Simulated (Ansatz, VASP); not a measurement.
## C: VASP beside Ansatz

```
C
1.0
     2.12732   -1.22828    0.00000
     2.12732    1.22828    0.00000
    -1.37907    0.00000    3.39775
C
2
Direct
  0.83336 0.83336 0.00009
  0.16664 0.16664 0.99991
```

Alike in both runs: task single point; functional PBEsol; k mesh 16 × 16 × 10; occupations fermi-dirac, width 0.1 eV; no spin polarisation.

```csv
,VASP,Ansatz
version,VASP 6.6.1,Ansatz 0.2.0
potentials or method,"VASP PAW PBE potentials, release 64 (C), cutoff 520 eV","plane waves, PAW"
valence electrons in the cell,8,8
```

Ansatz gave:

```
pressure (GPa)                                                : 1.1
traceless stress, the component that is largest in VASP (GPa) : 0.02
```

Task: Which values does VASP return?

Result: Pressure (GPa): 1.8; traceless stress, the component that is largest in VASP (GPa): -0.73.

VASP's potentials were made for PBE, not for PBEsol. The functional is the same, so the differences come from potentials, cutoffs and numerics.
